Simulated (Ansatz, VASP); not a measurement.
WS2: VASP beside Ansatz

```
CELL_PARAMETERS angstrom
3.18295 0.00000 0.00000
-1.59148 2.75652 0.00000
0.00000 0.00000 28.53222
ATOMIC_POSITIONS crystal
W 0.66667 0.33333 0.65929
W 0.33333 0.66667 0.88553
W 0.33333 0.66667 0.43436
S 0.66667 0.33333 0.94019
S 0.66667 0.33333 0.48903
S 0.33333 0.66667 0.71395
S 0.66667 0.33333 0.83085
S 0.66667 0.33333 0.37971
S 0.33333 0.66667 0.60463
```

Alike in both runs: task single point; functional PBEsol; k mesh 12 × 12 × 1; occupations gaussian, width 0.02 eV; no spin polarisation.

```csv
,VASP,Ansatz
version,VASP 6.6.1,Ansatz 0.2.0
potentials or method,"VASP PAW PBE potentials, release 64 (W_sv, S), cutoff 520 eV","scalar-relativistic, plane waves, PAW"
valence electrons in the cell,78,78
```

VASP gave:

| Quantity | Value |
| --- | --- |
| gap on the k mesh at the Fermi level (eV) | 1.34 |
| least direct gap on the mesh (eV) | 1.75 |
| rms of the force components (eV/Å) | 0.042 |

Question: Which values does Ansatz return?

Answer: gap on the k mesh at the Fermi level (eV): 1.32; least direct gap on the mesh (eV): 1.74; rms of the force components (eV/Å): 0.051.

VASP's potentials were made for PBE, not for PBEsol. Atom by atom the forces differ by 0.010 eV/Å (rms over components). The functional is the same, so the differences come from potentials, cutoffs and numerics.

Neither program's run includes spin-orbit coupling.
